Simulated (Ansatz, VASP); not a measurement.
## Co in VASP and in Ansatz

```
Co
1.0
     2.50740    0.00000    0.00000
    -1.25370    2.17147    0.00000
     0.00000    0.00000    4.06990
Co
2
Direct
  0.33333 0.66667 0.25000
  0.66667 0.33333 0.75000
```

Alike in both runs: task single point; functional LDA; k mesh 13 × 13 × 7; occupations fermi-dirac, width 0.08 eV; collinear spin.

```csv
,VASP,Ansatz
version,VASP 6.6.1,Ansatz 0.2.0
potentials or method,"VASP PAW LDA potentials, release 64 (Co)","PAW with Ansatz's default frozen-core files, scalar-relativistic"
plane-wave cutoff (eV),520,420
valence electrons in the cell,18,34
```

```csv
,VASP,Ansatz,Ansatz less VASP
pressure (GPa),-22.2,-21.6,+0.61
"traceless stress, the component that is largest in VASP (GPa)",-1.08,-0.84,+0.249
net moment per atom (μB),1.57,1.59,+0.024
size of the moment on the site where the two differ most (μB),1.58,1.65,+0.071
```

LDA's correlation is that of Perdew and Zunger in VASP and of Perdew and Wang (1992) in Ansatz. Site moments also hang on the region over which each program counts them. VASP's potentials hold 18 valence electrons a cell and Ansatz's 34, so a difference there can come from the potentials and not from the codes.
